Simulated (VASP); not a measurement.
# Si2B3: single point with PBE

The system is Si2B3.

```xyz
10
Lattice="0.1181 -3.1623 -0.0428 -3.1042 1.6954 0.0272 1.8528 -0.2181 -11.0854" Properties=species:S:1:pos:R:3 pbc="T T T"
Si   -1.0117   -1.5405   -9.2587
Si   -1.9382   -1.4317   -3.7160
Si    0.4004   -0.2246   -6.7150
Si   -0.5262   -0.1156   -1.1723
B    -0.7500   -1.7534   -5.8384
B    -1.6765   -1.6441   -0.2957
B     0.2709   -0.2336  -10.4287
B    -0.6556   -0.1251   -4.8860
B    -0.0650    0.0904   -8.6638
B    -0.9916    0.1989   -3.1210
```

```
Program                : VASP 6.6.1
Task                   : single point
Functional             : PBE
Potentials or basis    : VASP PAW PBE potentials, release 64 (Si, B)
Cutoff                 : 500 eV
k mesh                 : 8 × 8 × 2
Occupations            : gaussian, width 0.2 eV
Spin                   : no spin polarisation
Dipole correction      : no
Further INCAR settings : ALGO = Normal; EDIFF = 1e-06; NBANDS = 28
```

- Pressure: -0.1 GPa
- Largest force: 0.023 eV/Å
- Band gap on the k mesh: zero (bands 17 and 18 overlap by 2.97 eV)

Forces in eV/Å, atoms in the order of the input:
```
Si  -0.007  0.021 -0.006
Si  -0.009  0.017 -0.006
Si  -0.007  0.000  0.011
Si  -0.006  0.001  0.011
B    0.002  0.006 -0.004
B    0.002  0.005 -0.004
B    0.008 -0.008 -0.010
B    0.010 -0.006 -0.011
B    0.003 -0.020  0.010
B    0.004 -0.016  0.009
```

Stress tensor (GPa, compression positive):
```
-0.18 -0.12 -0.01
-0.12  0.04 -0.01
-0.01 -0.01 -0.18
```

Levels at points of the mesh, in eV from the Fermi level:
| k point | band 13 | band 14 | band 15 | band 16 | band 17 | band 18 | band 19 | band 20 | band 21 | band 22 |
| --- | --- | --- | --- | --- | --- | --- | --- | --- | --- | --- |
| (0.00, 0.00, 0.00) | -0.77 | -0.42 | -0.41 | -0.02 | 0.72 | 1.14 | 2.39 | 2.95 | 3.59 | 3.71 |
| (0.50, 0.00, 0.00) | -3.92 | -3.63 | -3.34 | -1.89 | -1.73 | -1.64 | 0.83 | 0.95 | 1.18 | 2.98 |
| (0.00, 0.50, 0.00) | -3.52 | -2.56 | -1.68 | -1.01 | -0.54 | 0.57 | 2.04 | 2.21 | 2.74 | 3.11 |
| (0.50, 0.50, 0.00) | -3.73 | -2.43 | -2.05 | -2.05 | -0.29 | 0.29 | 0.55 | 1.53 | 1.60 | 3.17 |
| (0.00, 0.00, 0.50) | -0.80 | -0.80 | -0.44 | -0.44 | 0.96 | 0.96 | 2.99 | 2.99 | 3.73 | 3.73 |
| (0.50, 0.00, 0.50) | -3.55 | -3.55 | -2.90 | -2.90 | -1.68 | -1.68 | 1.28 | 1.29 | 2.15 | 2.15 |
| (0.00, 0.50, 0.50) | -2.42 | -2.42 | -1.31 | -1.31 | -0.76 | -0.76 | 2.10 | 2.10 | 3.05 | 3.05 |
| (0.50, 0.50, 0.50) | -2.90 | -2.90 | -2.20 | -2.20 | 0.29 | 0.29 | 0.96 | 0.96 | 1.93 | 1.94 |

Wall time 3.1 min on 1 thread of Intel(R) Xeon(R) Platinum 8259CL CPU @ 2.50GHz (Skylake/Cascade Lake), on a shared host, peak memory 0.3 GiB.
